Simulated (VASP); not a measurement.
# Cr (P6_3/mmc) in VASP: further runs

The runs below take Cr through single point, relaxation of cell and atoms, with PBEsol.

All numbers are computed with VASP 6.6.1; they aren't measurements. Logs are shortened: lines on timing, memory, paths and dates and some standing lists are left out, and cuts for length are marked.

### Step 1. The cell of the first run

It takes space group P6_3/mmc (No. 194, hexagonal). Conventional cell: a = 2.457 Å, b = 2.457 Å, c = 4.394 Å, α = 90.00°, β = 90.00°, γ = 120.00°. Cr (site symmetry -6m2) has 12 Cr at 2.46 to 2.62 Å within 3.2 Å.

This isn't the form of Cr at room conditions, which is bcc.

### Step 2. Single point, PBEsol, collinear spin, ferromagnetic start

Contents of INCAR:

```
SYSTEM = Cr
PREC = Accurate
ENCUT = 520
EDIFF = 1E-7
ISMEAR = -1
SIGMA = 0.05
LREAL = .False.
LASPH = .True.
NELM = 150
ALGO = Normal
ISIF = 2
LWAVE = .False.
LCHARG = .False.
ISPIN = 2
MAGMOM = 3 3
LORBIT = 11
LMAXMIX = 4
GGA = PS
NBANDS = 23
```

Contents of KPOINTS:

```
Automatic mesh
0
Gamma
  14 14 8
  0 0 0
```

Contents of POSCAR:

```
Cr
1.0
    2.4569176686      0.0000000000      0.0000000000
   -1.2284588343      2.1277531160      0.0000000000
    0.0000000000      0.0000000000      4.3944330302
Cr
2
Direct
    0.3333333333      0.6666666667      0.2500000000
    0.6666666667      0.3333333333      0.7500000000
```

Potentials or basis: VASP PAW PBE potentials, release 64 (Cr_pv).

Launch:

```sh
cat potpaw_PBE.64/Cr_pv/POTCAR > POTCAR
mpirun -np 1 vasp_std > vasp.out
```

OUTCAR:

```text
SYSTEM = Cr
   PREC = Accurate
   ENCUT = 520
   EDIFF = 1E-7
   ISMEAR = -1
   LREAL = .False.
   LASPH = .True.
   NELM = 150
   ISIF = 2
   ISPIN = 2
   LORBIT = 11
   GGA = PS

 ion  position               nearest neighbor table
   1  0.333  0.667  0.250-   2 2.62   2 2.62   2 2.62   2 2.62   2 2.62   2 2.62
   2  0.667  0.333  0.750-   1 2.62   1 2.62   1 2.62   1 2.62   1 2.62   1 2.62

  LATTYP: Found a hexagonal cell.
 ALAT       =     2.4569176686
 C/A-ratio  =     1.7885959657

  Lattice vectors:

 A1 = (   2.4569176686,   0.0000000000,   0.0000000000)
 A2 = (  -1.2284588343,   2.1277531160,   0.0000000000)
 A3 = (   0.0000000000,   0.0000000000,   4.3944330302)

Analysis of symmetry for initial positions (statically):
=====================================================================
 Subroutine PRICEL returns:
 Original cell was already a primitive cell.

 Routine SETGRP: Setting up the symmetry group for a
 hexagonal supercell.

 Subroutine GETGRP returns: Found 24 space group operations
 (whereof 12 operations were pure point group operations)
 out of a pool of 24 trial point group operations.

The static configuration has the point symmetry D_3d.
 The point group associated with its full space group is D_6h.

Analysis of symmetry for dynamics (positions and initial velocities):
=====================================================================
 Subroutine PRICEL returns:
 Original cell was already a primitive cell.

 Routine SETGRP: Setting up the symmetry group for a
 hexagonal supercell.

 Subroutine GETGRP returns: Found 24 space group operations
 (whereof 12 operations were pure point group operations)
 out of a pool of 24 trial point group operations.

The dynamic configuration has the point symmetry D_3d.
 The point group associated with its full space group is D_6h.

Analysis of structural, dynamic, and magnetic symmetry:
=====================================================================
 Subroutine PRICEL returns:
 Original cell was already a primitive cell.

 Routine SETGRP: Setting up the symmetry group for a
 hexagonal supercell.

 Subroutine GETGRP returns: Found 24 space group operations
 (whereof 12 operations were pure point group operations)
 out of a pool of 24 trial point group operations.

The overall configuration has the point symmetry D_3d.
 The point group associated with its full space group is D_6h.

 Subroutine INISYM returns: Found 24 space group operations
[... 118 lines left out ...]
  volume/ion in A,a.u.               =      11.49        77.51
  Fermi-wavevector in a.u.,A,eV,Ry     =   1.661143  3.139105 37.543862  2.759396
  Thomas-Fermi vector in A             =   2.748257
   LORBIT       =     11    0 simple, 1 ext, 2 COOP (PROOUT), +10 PAW based schemes
   GGA     = PS    functional components
   LHFCALC =     F    Hartree Fock is set to
   AEXX    =    0.0000 exact exchange contribution
   IVDW    =     0    specifies the selected vdW correction
   LEPSILON=     F    determine dielectric tensor
   LRPA    =     F    only Hartree local field effects (RPA)
 spin polarized calculation
  energy-cutoff  :      520.00
  volume of cell :       22.97
 maximum number of plane-waves:       636
   NGX =  9   NGY =  9   NGZ = 17

 number of electron      23.9999993 magnetization      -0.0006364

 number of electron      23.9999993 magnetization       0.0000604

 Free energy of the ion-electron system (eV)
  ---------------------------------------------------
  ext. energy  EPLUGINS =         0.00000000
  ---------------------------------------------------
  free energy    TOTEN  =       -19.65963754 eV

  energy without entropy =      -19.63379465  energy(sigma->0) =      -19.64671609

 E-fermi :  10.7266     XC(G=0): -13.8445

 val. band max:       10.7245112190   @ k =   0.3571   0.1429   0.2500
 cond. band min:      10.7372237427   @ k =   0.0714   0.0714   0.1250
 fundamental gap:      0.0127125237
 Fermi energy:        10.7265679822

 spin component 1

 k-point     1 :       0.0000    0.0000    0.0000
  band No.  band energies     occupation
      1     -32.4156      1.00000
      2     -31.6543      1.00000
      3     -31.4933      1.00000
      4     -31.4933      1.00000
      5     -31.4213      1.00000
      6     -31.4213      1.00000
[... 613 lines left out ...]
     22      24.3132      0.00000
     23      24.7506      0.00000

 [... further k-points ...]

 spin component 2

 k-point     1 :       0.0000    0.0000    0.0000
  band No.  band energies     occupation
      1     -32.4156      1.00000
      2     -31.6543      1.00000
      3     -31.4933      1.00000
      4     -31.4933      1.00000
      5     -31.4213      1.00000
      6     -31.4213      1.00000
[... 613 lines left out ...]
     22      24.3133      0.00000
     23      24.7506      0.00000

 [... further k-points ...]

------------------------ aborting loop because EDIFF is reached ----------------------------------------

  FORCE on cell =-STRESS in cart. coord.  units (eV):
  Direction    XX          YY          ZZ          XY          YZ          ZX
  --------------------------------------------------------------------------------------
  -------------------------------------------------------------------------------------
  Total       -0.0799162     -0.0799162     -0.0574431      0.0000000     -0.0000000      0.0000000
  in kB       -5.5735348     -5.5735348     -4.0062075      0.0000000     -0.0000000      0.0000000
  external PRESSURE =      -5.0510923 kB  Pullay stress =       0.0000000 kB

 VOLUME and BASIS-vectors are now :
 -----------------------------------------------------------------------------
  energy-cutoff  :      520.00
  volume of cell :       22.97
      direct lattice vectors                 reciprocal lattice vectors
     2.456917669  0.000000000  0.000000000     0.407014046  0.234989669  0.000000000
    -1.228458834  2.127753116  0.000000000     0.000000000  0.469979338  0.000000000
     0.000000000  0.000000000  4.394433030     0.000000000  0.000000000  0.227560642

 POSITION                                       TOTAL-FORCE (eV/Angst)
 -----------------------------------------------------------------------------------
     -0.00000      1.41850      1.09861         0.000000      0.000000      0.000000
      1.22846      0.70925      3.29582        -0.000000      0.000000      0.000000
 -----------------------------------------------------------------------------------
    total drift:                               -0.000000      0.000000     -0.000000

  FREE ENERGIE OF THE ION-ELECTRON SYSTEM (eV)
  ---------------------------------------------------
  free  energy   TOTEN  =       -19.6596375410 eV

  energy  without entropy=      -19.6337946464  energy(sigma->0) =      -19.64671609

 total charge

# of ion       s       p       d       tot
------------------------------------------
    1        0.445   6.395   4.257  11.096
    2        0.445   6.395   4.257  11.096
--------------------------------------------------
tot          0.889  12.790   8.513  22.192

 magnetization (x)

# of ion       s       p       d       tot
------------------------------------------
    1        0.000   0.000   0.000   0.000
    2        0.000   0.000   0.000   0.000
--------------------------------------------------
tot          0.000   0.000   0.000   0.000
```

OSZICAR:

```text
N       E                     dE             d eps       ncg     rms          rms(c)
DAV:   1     0.241764580720E+03    0.24176E+03   -0.13749E+04 11096   0.134E+03
DAV:   2    -0.128141622812E+02   -0.25458E+03   -0.24526E+03 11418   0.381E+02
DAV:   3    -0.207591641198E+02   -0.79450E+01   -0.78827E+01 13882   0.790E+01
DAV:   4    -0.208274407366E+02   -0.68277E-01   -0.68206E-01 11869   0.745E+00
DAV:   5    -0.208282828161E+02   -0.84208E-03   -0.84208E-03 11789   0.781E-01    0.238E+01
DAV:   6    -0.192833628630E+02    0.15449E+01   -0.87843E+00 12510   0.332E+01    0.610E+00
DAV:   7    -0.196142865731E+02   -0.33092E+00   -0.40259E-01 12413   0.605E+00    0.458E+00
DAV:   8    -0.196491216580E+02   -0.34835E-01   -0.12420E-02 11551   0.113E+00    0.157E+00
DAV:   9    -0.196591843113E+02   -0.10063E-01   -0.81652E-03 12594   0.790E-01    0.414E-01
DAV:  10    -0.196596100982E+02   -0.42579E-03   -0.26128E-03 11950   0.436E-01    0.134E-01
DAV:  11    -0.196596154932E+02   -0.53950E-05   -0.14432E-04 11985   0.121E-01    0.531E-02
DAV:  12    -0.196596317047E+02   -0.16212E-04   -0.11907E-05 12545   0.345E-02    0.256E-02
DAV:  13    -0.196596371922E+02   -0.54875E-05   -0.22453E-06 12307   0.129E-02    0.926E-03
DAV:  14    -0.196596377233E+02   -0.53107E-06   -0.50011E-07 11824   0.459E-03    0.209E-03
DAV:  15    -0.196596375719E+02    0.15145E-06   -0.54485E-08  6733   0.169E-03    0.343E-04
DAV:  16    -0.196596375410E+02    0.30823E-07   -0.39056E-09  5604   0.539E-04
   1 F= -.19659638E+02 E0= -.19646716E+02  d E =-.258429E-01  mag=     0.0000
```

stdout:

```text
POSCAR found type information on POSCAR Cr
 POSCAR found :  1 types and       2 ions
 scaLAPACK will be used
 -----------------------------------------------------------------------------
|                                                                             |
|                                                                             |
|     You enforced a specific xc type in the INCAR file but a different       |
|     I HOPE YOU KNOW WHAT YOU ARE DOING!                                     |
|                                                                             |
 -----------------------------------------------------------------------------

 LDA part: xc-table for (Slater+PW92), standard interpolation
 POSCAR, INCAR and KPOINTS ok, starting setup
 FFT: planning ... GRIDC
 FFT: planning ... GRID_SOFT
 FFT: planning ... GRID
 WAVECAR not read
 entering main loop
```

Wall time 90 s (1 thread of AMD EPYC 7R13 (Zen 3), shared host); peak memory 0.17 GiB.

What came out:

* Free energy: -19.6596 eV
* Pressure: -0.5 GPa
* Band gap on the k mesh: zero (filled and empty bands overlap)
* Net moment: 0.00 μB per cell
* Valence electrons inside the program's atomic spheres: Cr 11.10

Stress tensor (GPa, compression positive):
```
-0.56  0.00  0.00
 0.00 -0.56  0.00
 0.00  0.00 -0.40
```

Caveat: an empty level that is flat over the whole mesh can mark a ghost state of the potentials, or a narrow d or f band; the moments typed at the start vanished in this run; the PAW data sets were made with another functional, which shifts forces and pressure a little.

### Step 3. Single point, PBEsol, collinear spin, ferromagnetic start

Contents of INCAR:

```
PREC = Accurate ; ENCUT = 520
EDIFF = 1E-6 ; ISMEAR = -1
SIGMA = 0.05 ; LREAL = F
LASPH = T ; NELM = 150
ALGO = Normal ; ISIF = 2
LWAVE = F ; LCHARG = F
ISPIN = 2 ; MAGMOM = 3 3
LORBIT = 11 ; LMAXMIX = 4
GGA = PS ; NBANDS = 23
```

Contents of KPOINTS:

```
regular mesh
0
Gamma
  14 14 8
```

Contents of POSCAR:

```
Cr
1.0
    2.4565614379      0.0000000000      0.0000000000
   -1.2282807189      2.1274446111      0.0000000000
    0.0000000000      0.0000000000      4.3950928474
Cr
2
Direct
    0.3333333333      0.6666666667      0.2500000000
    0.6666666667      0.3333333333      0.7500000000
```

Potentials or basis: VASP PAW PBE potentials, release 64 (Cr_pv).

Launch:

```sh
cat potpaw_PBE.64/Cr_pv/POTCAR > POTCAR
mpirun -np 1 vasp_std > vasp.out
```

It took 78 s on 1 thread of AMD EPYC 7R13 (Zen 3), shared host; peak memory 0.17 GiB.

It converged, with:

* Free energy: -19.6596 eV
* Pressure: -0.5 GPa
* Band gap on the k mesh: zero (filled and empty bands overlap)
* Net moment: 0.00 μB per cell
* Valence electrons inside the program's atomic spheres: Cr 11.10

Levels at points of the mesh, in eV from the Fermi level:
Spin up:
```csv
k point,band 8,band 9,band 10,band 11,band 12,band 13,band 14,band 15,band 16,band 17
"(0.00, 0.00, 0.00)",-4.19,-1.26,-0.38,-0.38,-0.20,-0.03,-0.03,1.11,1.11,2.29
"(0.50, 0.00, 0.00)",-3.59,-3.58,-0.99,-0.57,-0.28,-0.17,2.41,2.98,3.10,4.32
"(0.00, 0.00, 0.50)",-5.71,-1.67,-1.67,-0.35,-0.35,-0.35,-0.35,1.88,1.88,1.88
"(0.50, 0.00, 0.50)",-4.10,-2.59,-2.59,0.97,0.97,1.37,1.37,3.05,3.05,3.63
```
Spin down:
```tsv
k point	band 8	band 9	band 10	band 11	band 12	band 13	band 14	band 15	band 16	band 17
(0.00, 0.00, 0.00)	-4.19	-1.26	-0.38	-0.38	-0.20	-0.03	-0.03	1.11	1.11	2.29
(0.50, 0.00, 0.00)	-3.59	-3.58	-0.99	-0.57	-0.28	-0.17	2.41	2.97	3.10	4.32
(0.00, 0.00, 0.50)	-5.71	-1.67	-1.67	-0.35	-0.35	-0.35	-0.35	1.88	1.88	1.88
(0.50, 0.00, 0.50)	-4.10	-2.59	-2.59	0.97	0.97	1.37	1.37	3.05	3.05	3.63
```

Caveat: an empty level that is flat over the whole mesh can mark a ghost state of the potentials, or a narrow d or f band; the moments typed at the start vanished in this run; the PAW data sets were made with another functional, which shifts forces and pressure a little.

### Step 4. Relaxation of cell and atoms, PBEsol, collinear spin, ferromagnetic start

This run uses another cell than the first one, of 14.07 Å³/atom.

Contents of INCAR:

```
PREC = Accurate
ENCUT = 600
EDIFF = 1E-6
ISMEAR = -1
SIGMA = 0.05
LREAL = F
LASPH = T
NELM = 150
ALGO = Normal
ISIF = 3
LWAVE = F
LCHARG = F
ISPIN = 2
MAGMOM = 3 3
LORBIT = 11
LMAXMIX = 4
GGA = PS
IBRION = 2
NSW = 100
EDIFFG = -0.005
```

KPOINTS is that of step 3.

Contents of POSCAR:

```
Cr
1.0
    2.7140000000      0.0000000000      0.0000000000
   -1.3570000000      2.3503929459      0.0000000000
    0.0000000000      0.0000000000      4.4100000000
Cr
2
Direct
    0.3333333333      0.6666666667      0.2500000000
    0.6666666667      0.3333333333      0.7500000000
```

Launch:

```sh
cat potpaw_PBE.64/Cr_pv/POTCAR > POTCAR
mpirun -np 1 vasp_std > vasp.out
```

It took 19 min on 1 thread of AMD EPYC 7R13 (Zen 3), shared host; peak memory 0.24 GiB.

It converged, with:

```
Free energy                                           : -19.6647 eV
Relaxed volume                                        : 11.46 Å³/atom
Relaxed cell                                          : a = 2.455 Å, b = 2.455 Å, c = 4.391 Å, α = 90.00°, β = 90.00°, γ = 120.00°
Space group after relaxing (to 0.1 Å)                 : P6_3/mmc (No. 194)
Energy gained by relaxing                             : 375.2 meV/atom
Ionic steps                                           : 14
Pressure after relaxing                               : 0.0 GPa
Band gap on the k mesh                                : zero (filled and empty bands overlap)
Net moment                                            : 0.00 μB per cell
Valence electrons inside the program's atomic spheres : Cr 11.10
```

Step by step:
| step | energy change (eV) | largest force (eV/Å) | pressure (GPa) | volume (Å³) |
| --- | --- | --- | --- | --- |
| 1 | 0.0000 | 0.0000 | -31.95 | 28.13 |
| 2 | 0.4547 | 0.0000 | 94.45 | 18.19 |
| 3 | -0.6676 | 0.0000 | -2.10 | 23.06 |
| 4 | -0.6693 | 0.0000 | -0.26 | 22.89 |
| 5 | -0.6694 | 0.0000 | 0.91 | 22.79 |
| 6 | -0.7216 | 0.0000 | 2.77 | 22.64 |
| 7 | -0.5908 | 0.0000 | 14.76 | 22.04 |
| 8 | -0.7418 | 0.0000 | 4.47 | 22.52 |
| 9 | -0.7429 | 0.0000 | 5.31 | 22.47 |
| 10 | -0.7237 | 0.0000 | -7.53 | 23.70 |
| 11 | -0.7498 | 0.0000 | 0.62 | 22.88 |
| 12 | -0.7498 | 0.0000 | 0.67 | 22.87 |
| 13 | -0.7503 | 0.0000 | -0.25 | 22.94 |
| 14 | -0.7504 | 0.0000 | -0.02 | 22.92 |

Final structure:
```cif
data_structure
_symmetry_space_group_name_H-M 'P 1'
_symmetry_Int_Tables_number 1
_cell_length_a 2.4550
_cell_length_b 2.4550
_cell_length_c 4.3913
_cell_angle_alpha 90.000
_cell_angle_beta 90.000
_cell_angle_gamma 120.000
_cell_volume 22.92
loop_
_atom_site_label
_atom_site_type_symbol
_atom_site_fract_x
_atom_site_fract_y
_atom_site_fract_z
_atom_site_occupancy
Cr1 Cr 0.33333 0.66667 0.25000 1
Cr2 Cr 0.66667 0.33333 0.75000 1
```

Levels at points of the mesh, in eV from the Fermi level:
Spin up:
| k point | band 8 | band 9 | band 10 | band 11 | band 12 | band 13 | band 14 | band 15 | band 16 | band 17 |
| --- | --- | --- | --- | --- | --- | --- | --- | --- | --- | --- |
| (0.00, 0.00, 0.00) | -4.20 | -1.26 | -0.38 | -0.38 | -0.20 | -0.03 | -0.03 | 1.11 | 1.11 | 2.30 |
| (0.50, 0.00, 0.00) | -3.60 | -3.59 | -1.00 | -0.57 | -0.28 | -0.18 | 2.41 | 2.98 | 3.11 | 4.33 |
| (0.00, 0.00, 0.50) | -5.72 | -1.67 | -1.67 | -0.35 | -0.35 | -0.35 | -0.35 | 1.88 | 1.88 | 1.88 |
| (0.50, 0.00, 0.50) | -4.11 | -2.60 | -2.60 | 0.97 | 0.97 | 1.38 | 1.38 | 3.05 | 3.05 | 3.64 |
Spin down:
```csv
k point,band 8,band 9,band 10,band 11,band 12,band 13,band 14,band 15,band 16,band 17
"(0.00, 0.00, 0.00)",-4.20,-1.26,-0.38,-0.38,-0.20,-0.03,-0.03,1.11,1.11,2.30
"(0.50, 0.00, 0.00)",-3.60,-3.59,-1.00,-0.57,-0.28,-0.18,2.41,2.98,3.11,4.33
"(0.00, 0.00, 0.50)",-5.72,-1.67,-1.67,-0.35,-0.35,-0.35,-0.35,1.88,1.88,1.88
"(0.50, 0.00, 0.50)",-4.11,-2.60,-2.60,0.97,0.97,1.38,1.38,3.05,3.05,3.64
```

Caveat: the volume moved by over 15 % at a fixed basis, so the end points are rough; the moments typed at the start vanished in this run; the PAW data sets were made with another functional, which shifts forces and pressure a little.
